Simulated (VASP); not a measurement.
Write the native input for VASP 6.6.1 that does the following.

```yaml
Task: electric field gradients
Functional: PBE
Potentials_or_basis: VASP PAW PBE potentials, release 64 (Ru_pv)
Cutoff: 520 eV
k_mesh: 14 × 14 × 8
Occupations: fermi-dirac, width 0.03 eV
Spin: no spin polarisation
Dipole_correction: no
Further_INCAR_settings: ALGO = Normal; EDIFF = 1e-08; NBANDS = 21
```

The structure of Ru lies in POSCAR:

```
Ru
1.0
    2.7057993342      0.0000000000      0.0000000000
   -1.3528996671      2.3432909610      0.0000000000
    0.0000000000      0.0000000000      4.2819000000
Ru
2
Direct
    0.3333333333      0.6666666667      0.2500000000
    0.6666666667      0.3333333333      0.7500000000
```

One way to write it, as run:

INCAR

```
ALGO = Normal
EDIFF = 1E-8
ENCUT = 520
GGA = PE
ISIF = 2
ISMEAR = -1
LASPH = T
LCHARG = F
LEFG = T
LREAL = F
LWAVE = F
NBANDS = 21
NELM = 100
PREC = Accurate
SIGMA = 0.03
```

KPOINTS

```
k-points
0
Gamma
  14 14 8
```

Potentials or basis: VASP PAW PBE potentials, release 64 (Ru_pv).

The run is started by

```sh
$ cat potpaw_PBE.64/Ru_pv/POTCAR > POTCAR
$ mpirun -np 1 vasp_std > vasp.out
```

Results of the run:

| Property | Result |
| --- | --- |
| Pressure | 4.5 GPa |
| Band gap on the k mesh | zero (band 14 reaches 14.47 eV, above the bottom of band 15 at 11.34 eV) |

Caveat: without QUAD_EFG the Cq values of the log hold for a quadrupole moment of 1 mb, not for the nuclei.

Wall time 48 s on 1 thread of AMD EPYC 7R13 Processor (Zen 3), with other jobs on the host, peak memory 0.14 GiB.
